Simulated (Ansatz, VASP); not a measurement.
**One calculation of AlC3, two programs**

```
Al C
1.0
     3.28110    0.00000    0.00000
     0.00000    3.28110    0.00000
     0.00000    0.00000    3.28110
Al C
1 3
Direct
  0.00000 0.00000 0.00000
  0.00000 0.50000 0.50000
  0.50000 0.00000 0.50000
  0.50000 0.50000 0.00000
```

Alike in both runs: task single point; functional PBE; k mesh 7 × 7 × 7; no spin polarisation.

```csv
,VASP,Ansatz
version,VASP 6.6.1,Ansatz 0.2.0
potentials or method,"VASP PAW PBE potentials, release 64 (Al, C), cutoff 520 eV","plane waves, PAW"
occupations,"methfessel-paxton of order 1, width 0.01 eV","cold, width 0.01 eV"
valence electrons in the cell,15,15
```

```tsv
	VASP	Ansatz	Ansatz less VASP
pressure (GPa)	-10.1	-10.1	-0.02
```

Ansatz's warnings: stress scf threshold loose.
